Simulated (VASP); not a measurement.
Wanted: the native input for a VASP 6.6.1 run.

```yaml
Task: single point
Functional: PBE
Dispersion: D3(BJ)
Potentials_or_basis: VASP PAW PBE potentials, release 64 (O, H, Mg, Cl)
Cutoff: 520 eV
k_mesh: 1 × 1 × 1
Occupations: fermi-dirac, width 0.02 eV
Spin: no spin polarisation
Dipole_correction: no
Further_INCAR_settings: LREAL = Auto; ALGO = Normal; EDIFF = 1e-06; NBANDS = 70
```

The structure of MgH20Cl2O10 lies in POSCAR:

```
MgH20Cl2O10
1.0
    7.8068320000      0.0000000000      0.0000000000
    0.0000000000      7.8068320000      0.0000000000
    0.0000000000      0.0000000000      7.8068320000
O H Mg Cl
10 20 1 2
Direct
    0.7303602793      0.9749793514      0.6797379526
    0.7821866796      0.2825217707      1.0721634589
    0.2622702781      0.2398412058      0.5677591115
    0.6216606173      0.6293974304      0.0296919416
    0.6187529077      0.6536582317      0.5127816251
    0.1505476229      0.6526206789      1.0076430491
    0.4450973199      0.1925621046      0.1724771328
    0.4321855523      0.8448369326      0.1907688035
    0.1766913903      0.9619394909      0.8336544196
    0.3285839890      0.5156380975      0.3849448790
    0.7701587533      1.0649390175      0.6042784064
    0.6583976701      1.0414980110      0.7596167050
    0.8743623534      0.2165282921      1.1041482640
    0.8097138506      0.3174655225      0.9575459034
    0.1479729550      0.2765270215      0.5874085673
    0.2563139568      0.1216882853      0.5173033056
    0.6809420262      0.5431652686      0.0967614008
    0.6734229711      0.6339319201     -0.0775730796
    0.6424501001      0.7661622538      0.5656455781
    0.7166287170      0.5763541472      0.5581137137
    0.1326018031      0.7598344629      0.9360647187
    0.0846822373      0.5548345347      0.9647062983
    0.4110374093      0.2559296780      0.2783075132
    0.5576653885      0.2184753047      0.1430669957
    0.4366175678      0.9680367145      0.1817638704
    0.5206721497      0.7874512991      0.1286053037
    0.0967998287      0.9682672818      0.7296429589
    0.1680451174      1.0841273387      0.8736450330
    0.4394356123      0.5649923042      0.4329925378
    0.3071028043      0.3991631945      0.4548067641
    0.2272368613      0.7028459175      0.2425695852
    1.0335434399     -0.0745372771      0.3629000855
    0.9122394334      0.4113448323      0.7043702234
```

These files were run (other wordings do the same):

INCAR

```
  PREC = Accurate
  ENCUT = 520
  EDIFF = 1E-6
  ISMEAR = -1
  SIGMA = 0.02
  LREAL = Auto
  LASPH = T
  NELM = 60
  ALGO = Normal
  ISIF = 2
  LWAVE = F
  LCHARG = F
  GGA = PE
  IVDW = 12
  NBANDS = 70
```

KPOINTS

```
Automatic mesh
0
Gamma
  1 1 1
```

Potentials or basis: VASP PAW PBE potentials, release 64 (O, H, Mg, Cl).

Run with:

```sh
$ cat potpaw_PBE.64/O/POTCAR potpaw_PBE.64/H/POTCAR potpaw_PBE.64/Mg/POTCAR potpaw_PBE.64/Cl/POTCAR > POTCAR
$ mpirun -np 1 vasp_gam > vasp.out
```

Results of the run:

- Pressure: -0.9 GPa
- Largest force: 3.605 eV/Å
- Band gap on the k mesh: 4.00 eV
- Dispersion energy per atom: -0.036 eV

Caveat: the k points lie up to 0.80 Å⁻¹ apart.

Wall time 67 s on 1 thread of Intel(R) Xeon(R) Platinum 8259CL CPU @ 2.50GHz (Skylake/Cascade Lake), on a shared host, peak memory 0.46 GiB.
